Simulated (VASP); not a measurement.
Wanted: the native input for a VASP 6.6.1 run.

* Task: single point
* Functional: PBEsol
* Potentials or basis: VASP PAW PBE potentials, release 64 (Ta_pv)
* Cutoff: 520 eV
* k mesh: 17 × 17 × 17
* Occupations: fermi-dirac, width 0.08 eV
* Spin: no spin polarisation
* Dipole correction: no
* Further INCAR settings: ALGO = Normal; EDIFF = 1e-07; NBANDS = 12

The structure of Ta lies in POSCAR:

```
Ta
1.0
   -1.6178577021      1.6178577021      1.6178577021
    1.6178577021     -1.6178577021      1.6178577021
    1.6178577021      1.6178577021     -1.6178577021
Ta
1
Direct
    0.0000000000      0.0000000000      0.0000000000
```

This cell differs from its parent crystal: volume scaled by 0.9405.

The input as run:

INCAR

```
  PREC = Accurate
  ENCUT = 520
  EDIFF = 1E-7
  ISMEAR = -1
  SIGMA = 0.08
  LREAL = F
  LASPH = T
  NELM = 100
  ALGO = Normal
  ISIF = 2
  LWAVE = F
  LCHARG = T
  GGA = PS
  LELF = T
  LVHAR = T
  NBANDS = 12
```

KPOINTS

```
Automatic mesh
0
Gamma
  17 17 17
```

Potentials or basis: VASP PAW PBE potentials, release 64 (Ta_pv).

Run with:

```console
$ cat potpaw_PBE.64/Ta_pv/POTCAR > POTCAR
$ mpirun -np 1 vasp_std > vasp.out
```

Results of the run:

| Quantity | Value |
| --- | --- |
| Pressure | 10.0 GPa |

Caveat: the PAW data sets were made with another functional, which shifts forces and pressure a little.

Wall time 18 s on 1 thread of Intel(R) Xeon(R) Platinum 8488C (Sapphire Rapids), on a shared host, peak memory 0.16 GiB.
